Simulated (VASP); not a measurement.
Pt:

```
CELL_PARAMETERS angstrom
3.55786 0.00000 0.00000
-1.77893 3.08120 0.00000
0.00000 0.00000 5.87047
ATOMIC_POSITIONS crystal
Pt 0.33333 0.66667 0.43750
Pt 0.66667 0.33333 0.93750
Pt 0.66667 0.33333 0.56250
Pt 0.33333 0.66667 0.06250
```

Base run:

```yaml
Program: VASP 6.6.1
Functional: r2SCAN
Potentials_or_basis: VASP PAW PBE potentials, release 64 (Pt)
Cutoff: 520 eV
k_mesh: 6 × 6 × 4
Occupations: gaussian, width 0.1 eV
Spin: no spin polarisation
```

Its results: band gap on the k mesh zero (band 20 reaches 11.65 eV, above the bottom of band 21 at 10.97 eV); pressure 123.9 GPa; largest force 0.852 eV/Å.

The run is repeated on the same cell with these changes: potentials or basis from VASP PAW PBE potentials, release 64 (Pt) to VASP PAW PBE potentials, release 64 (Pt_sv_GW); cutoff from 520 eV to 550 eV; further incar settings from ALGO = Normal; EDIFF = 1e-06; NBANDS = 28 to ALGO = Normal; EDIFF = 1e-06; NBANDS = 44; valence electrons from 40 to 72. What comes out?

Band gap on the k mesh zero (band 36 reaches 11.06 eV, above the bottom of band 37 at 10.36 eV); pressure 126.5 GPa; largest force 0.924 eV/Å.

Caveats: the PAW data sets were made with another functional, which shifts forces and pressure a little; spin-orbit coupling is left out, which moves the levels of the heavy elements.
